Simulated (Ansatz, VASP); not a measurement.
Two plane-wave programs on Zr

INCAR

```
SYSTEM = Zr
PREC = Accurate
ENCUT = 520
EDIFF = 1E-6
ISMEAR = 0
SIGMA = 0.15
LREAL = .FALSE.
LASPH = .TRUE.
NELM = 60
ALGO = Fast
ISIF = 2
LWAVE = .FALSE.
LCHARG = .FALSE.
GGA = PS
NBANDS = 19
```

KPOINTS

```
regular mesh
0
G
  18 18 10
  0 0 0
```

The input POSCAR:

```
Zr
1.0
    3.2319982225      0.0000000000      0.0363599800
   -1.6159991112      2.7989925657     -0.0181799900
    0.0579037500      0.0000000000      5.1470000000
Zr
2
Direct
    0.3333333333      0.6666666667      0.2500000000
    0.6666666667      0.3333333333      0.7500000000
```

Input for Ansatz:

```yaml
crystal:
  lattice:
    - [3.2319982225, 0.0, 0.03635998]
    - [-1.6159991112, 2.7989925657, -0.01817999]
    - [0.05790375, 0.0, 5.147]
  atoms:
    - { symbol: Zr, position: [0.3333333333, 0.6666666667, 0.25] }
    - { symbol: Zr, position: [0.6666666667, 0.3333333333, 0.75] }
basis:
  ecutwfc: 420
kpoints:
  mp_grid: { grid: [18, 18, 10] }
hamiltonian:
  xc: pbesol
scf:
  occupations: { method: gaussian, width: 0.15 }
output:
  forces: true
  stress: true
  eigenvalues: true
```

Change from the starting cell: strain +0.0225 x Voigt [0, 0, 0, 0, 1, 0], atoms carried along.

Alike in both runs: task single point; functional PBEsol; k mesh 18 × 18 × 10; occupations gaussian, width 0.15 eV; no spin polarisation.

|  | VASP | Ansatz |
| --- | --- | --- |
| version | VASP 6.6.1 | Ansatz 0.2.0 |
| potentials or method | VASP PAW PBE potentials, release 64 (Zr_sv), cutoff 520 eV | scalar-relativistic, plane waves, PAW |
| valence electrons in the cell | 24 | 24 |

```tsv
	VASP	Ansatz	Ansatz less VASP
gap on the k mesh at the Fermi level (eV)	none	none	-
pressure (GPa)	-3.3	-3.3	-0.05
traceless stress, the component that is largest in VASP (GPa)	-0.54	-0.54	+0.003
```

VASP's potentials were made for PBE, not for PBEsol. A gap of «none» marks a metal or a gap that the smearing closes. With one functional, cell and mesh, what is left measures potentials, basis and numerics.
